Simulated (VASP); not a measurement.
# MgO (vib) (Fm-3m) in VASP: further runs, part 2 of 2

VASP 6.6.1.

### 3 Vibrations by perturbation theory, LDA

File INCAR:

```
PREC     = Accurate       # precision mode
ENCUT    = 520            # plane-wave cutoff, eV
EDIFF    = 1E-8           # SCF threshold, eV
ISMEAR   = 0              # smearing method
SIGMA    = 0.01           # smearing width, eV
LREAL    = False          # projectors in reciprocal space
LASPH    = True           # aspherical terms in the spheres
NELM     = 100            # most SCF steps
ALGO     = Normal         # electronic algorithm
ISIF     = 2              # what is computed and relaxed
LWAVE    = False          # write WAVECAR
LCHARG   = False          # write CHGCAR
NBANDS   = 11             # bands
IBRION   = 8              # ionic algorithm
NSW      = 1              # ionic steps
LEPSILON = True           # dielectric tensor by DFPT
```

File KPOINTS:

```
regular mesh
0
Gamma
  8 8 8
```

File POSCAR:

```
MgO
1.0
    0.0000000000      2.0803529772      2.0803529772
    2.0803529772      0.0000000000      2.0803529772
    2.0803529772      2.0803529772      0.0000000000
Mg O
1 1
Direct
    0.0000000000      0.0000000000      0.0000000000
    0.5000000000      0.5000000000      0.5000000000
```

Potentials or basis: VASP PAW LDA potentials, release 64 (Mg, O).

Started as:

```sh
$ cat potpaw_LDA.64/Mg/POTCAR potpaw_LDA.64/O/POTCAR > POTCAR
$ mpirun -np 1 vasp_std > vasp.out
```

OUTCAR:

```text
PREC = Accurate
   ENCUT = 520
   EDIFF = 1E-8
   ISMEAR = 0
   LREAL = False
   LASPH = True
   NELM = 100
   ISIF = 2
   IBRION = 8
   NSW = 1
   LEPSILON = True

 ion  position               nearest neighbor table
   1  0.000  0.000  0.000-   2 2.08   2 2.08   2 2.08   2 2.08   2 2.08   2 2.08
   2  0.500  0.500  0.500-   1 2.08   1 2.08   1 2.08   1 2.08   1 2.08   1 2.08

  LATTYP: Found a face centered cubic cell.
 ALAT       =     4.1607059544

  Lattice vectors:

 A1 = (   0.0000000000,   2.0803529772,   2.0803529772)
 A2 = (   2.0803529772,   0.0000000000,   2.0803529772)
 A3 = (   2.0803529772,   2.0803529772,   0.0000000000)

Analysis of symmetry for initial positions (statically):
=====================================================================
 Subroutine PRICEL returns:
 Original cell was already a primitive cell.

 Routine SETGRP: Setting up the symmetry group for a
 face centered cubic supercell.

 Subroutine GETGRP returns: Found 48 space group operations
 (whereof 48 operations were pure point group operations)
 out of a pool of 48 trial point group operations.

The static configuration has the point symmetry O_h .

Analysis of symmetry for dynamics (positions and initial velocities):
=====================================================================
 Subroutine PRICEL returns:
 Original cell was already a primitive cell.

 Routine SETGRP: Setting up the symmetry group for a
 face centered cubic supercell.

 Subroutine GETGRP returns: Found 48 space group operations
 (whereof 48 operations were pure point group operations)
 out of a pool of 48 trial point group operations.

The dynamic configuration has the point symmetry O_h .

 Subroutine INISYM returns: Found 48 space group operations
 (whereof 48 operations are pure point group operations),
 and found     1 'primitive' translations

----------------------------------------------------------------------------------------

                                     Primitive cell

  volume of cell :      18.0070

  direct lattice vectors                    reciprocal lattice vectors
     0.000000000  2.080352977  2.080352977    -0.240343829  0.240343829  0.240343829
     2.080352977  0.000000000  2.080352977     0.240343829 -0.240343829  0.240343829
     2.080352977  2.080352977  0.000000000     0.240343829  0.240343829 -0.240343829

  length of vectors
     2.942063395  2.942063395  2.942063395     0.416287723  0.416287723  0.416287723

  position of ions in fractional coordinates (direct lattice)
     0.000000000  0.000000000  0.000000000
[... 526 lines left out ...]
 PIEZOELECTRIC TENSOR FIELD DIRECTION 3  (C/m^2)
 -----------------------------------------------------------------------------
    -0.00011  0.00000  0.00000
     0.00000 -0.00011  0.00000
     0.00000 -0.00000 -0.00019

--------------------------------------- Ionic step        4  -------------------------------------------

------------------------ aborting loop because EDIFF is reached ----------------------------------------

[... ionic steps 5 to 6 ...]

--------------------------------------- Ionic step        7  -------------------------------------------

 Free energy of the ion-electron system (eV)
  ---------------------------------------------------
  ---------------------------------------------------
  free energy    TOTEN  =        -0.35241562 eV

  energy without entropy =       -0.35241562

------------------------ aborting loop because EDIFF is reached ----------------------------------------

 INTERNAL STRAIN TENSOR  FOR ION    2  DIRECTION 1   (eV/Angst):
 -----------------------------------------------------------------------------
    -0.00564  0.00000  0.00000
     0.00000  0.00717 -0.00000
     0.00000 -0.00000  0.00717

 MACROSCOPIC STATIC DIELECTRIC TENSOR (including local field effects in DFT)
 ------------------------------------------------------
           3.107391    -0.000000    -0.000000
           0.000000     3.107391    -0.000000
           0.000000     0.000000     3.107391
 ------------------------------------------------------

 PIEZOELECTRIC TENSOR (including local field effects)  for field in x, y, z        (e  Angst)
          XX          YY          ZZ          XY          YZ          ZX
  --------------------------------------------------------------------------------
  x     0.00000     0.00000     0.00000     0.00000     0.00000     0.00000
  y     0.00000     0.00000     0.00000     0.00000     0.00000     0.00000
  z     0.00000     0.00000     0.00000     0.00000     0.00000     0.00000

 PIEZOELECTRIC TENSOR (including local field effects)  for field in x, y, z        (C/m^2)
          XX          YY          ZZ          XY          YZ          ZX
  --------------------------------------------------------------------------------
  x     0.00000     0.00000     0.00000     0.00000     0.00000     0.00000
  y     0.00000     0.00000     0.00000     0.00000     0.00000     0.00000
  z     0.00000     0.00000     0.00000     0.00000     0.00000     0.00000

 BORN EFFECTIVE CHARGES (including local field effects) (in |e|, cummulative output)
 ---------------------------------------------------------------------------------
 ion    1
    1     1.95324    -0.00000     0.00000
    2    -0.00000     1.95324     0.00000
    3     0.00000     0.00000     1.95324
 ion    2
    1    -1.95324     0.00000    -0.00000
    2     0.00000    -1.95324     0.00000
    3    -0.00000    -0.00000    -1.95324

 INTERNAL STRAIN TENSOR FOR ION    2 for displacements in x,y,z  (eV/Angst):
          X           Y           Z          XY          YZ          ZX
  --------------------------------------------------------------------------------
  x     0.00000     0.00000     0.00000     0.00000     0.00000     0.00000
  y     0.00000     0.00000     0.00000     0.00000     0.00000     0.00000
  z     0.00000     0.00000     0.00000     0.00000     0.00000     0.00000

 SECOND DERIVATIVES (NOT SYMMETRIZED)
 ------------------------------------
               1X          1Y          1Z          2X          2Y          2Z
  1X    -6.062512    0.000000    0.000000    6.062512    0.000000    0.000000
  1Y     0.000000   -6.062512    0.000000    0.000000    6.062512    0.000000
  1Z     0.000000    0.000000   -6.062512    0.000000    0.000000    6.062512
  2X     6.069001    0.000000    0.000000   -6.069001    0.000000    0.000000
  2Y     0.000000    6.069001    0.000000    0.000000   -6.069001    0.000000
  2Z     0.000000    0.000000    6.069001    0.000000    0.000000   -6.069001

 Eigenvectors and eigenvalues of the dynamical matrix
 ----------------------------------------------------

   1 f  =   12.396207 THz    77.887665 2PiTHz  413.492956 cm-1    51.266570 meV
             X         Y         Z           dx          dy          dz
      0.000000  0.000000  0.000000     0.000000   -0.629855    0.000000
      2.080353  2.080353  2.080353    -0.000000    0.776713    0.000000
[... 21 lines left out ...]
   6 f/i=    0.003244 THz     0.020381 2PiTHz    0.108198 cm-1     0.013415 meV
             X         Y         Z           dx          dy          dz
      0.000000  0.000000  0.000000    -0.776713   -0.000585   -0.000034
      2.080353  2.080353  2.080353    -0.629855   -0.000474   -0.000028

--------------------------------------------------------------------------------------------------------

 MACROSCOPIC STATIC DIELECTRIC TENSOR IONIC CONTRIBUTION
 ------------------------------------------------------
           6.320492    -0.000000    -0.000000
          -0.000000     6.320492    -0.000000
          -0.000000    -0.000000     6.320492
 ------------------------------------------------------

 ELASTIC MODULI CONTR FROM IONIC RELAXATION (kBar)
 Direction    XX          YY          ZZ          XY          YZ          ZX
 --------------------------------------------------------------------------------
 XX           0.0000      0.0000      0.0000      0.0000      0.0000      0.0000
 YY           0.0000      0.0000      0.0000      0.0000      0.0000      0.0000
 ZZ           0.0000      0.0000      0.0000      0.0000      0.0000      0.0000
 XY           0.0000      0.0000      0.0000      0.0000      0.0000      0.0000
 YZ           0.0000      0.0000      0.0000      0.0000      0.0000      0.0000
 ZX           0.0000      0.0000      0.0000      0.0000      0.0000      0.0000
 --------------------------------------------------------------------------------

 PIEZOELECTRIC TENSOR IONIC CONTR  for field in x, y, z        (C/m^2)
          XX          YY          ZZ          XY          YZ          ZX
  --------------------------------------------------------------------------------
  x     0.00000     0.00000     0.00000     0.00000     0.00000     0.00000
  y     0.00000     0.00000     0.00000     0.00000     0.00000     0.00000
  z     0.00000     0.00000     0.00000     0.00000     0.00000     0.00000
```

Wall time 75 s (1 thread of AMD EPYC 7R13 (Zen 3), shared host); peak memory 0.14 GiB.

What came out:

| Property | Result |
| --- | --- |
| Electronic dielectric tensor (diagonal) | 3.11 |
| Born charges (mean of the diagonal) | Mg +1.95; O -1.95 e |
| Highest phonon frequency at Γ, LO-TO splitting left out | 413 cm⁻¹ |

Phonon frequencies in cm⁻¹ (negative: imaginary):
| q point | frequencies |
| --- | --- |
| (0.000, 0.000, 0.000) | 0 0 0 413 413 413 |

Electronic dielectric tensor:
```
3.11 0.00 0.00
0.00 3.11 0.00
0.00 0.00 3.11
```

Born effective charge tensors (e):
atom 1, Mg
```
1.95 0.00 0.00
0.00 1.95 0.00
0.00 0.00 1.95
```
atom 2, O
```
-1.95  0.00  0.00
 0.00 -1.95  0.00
 0.00  0.00 -1.95
```

Caveat: the cell wasn't relaxed at this level first, which shifts response properties.
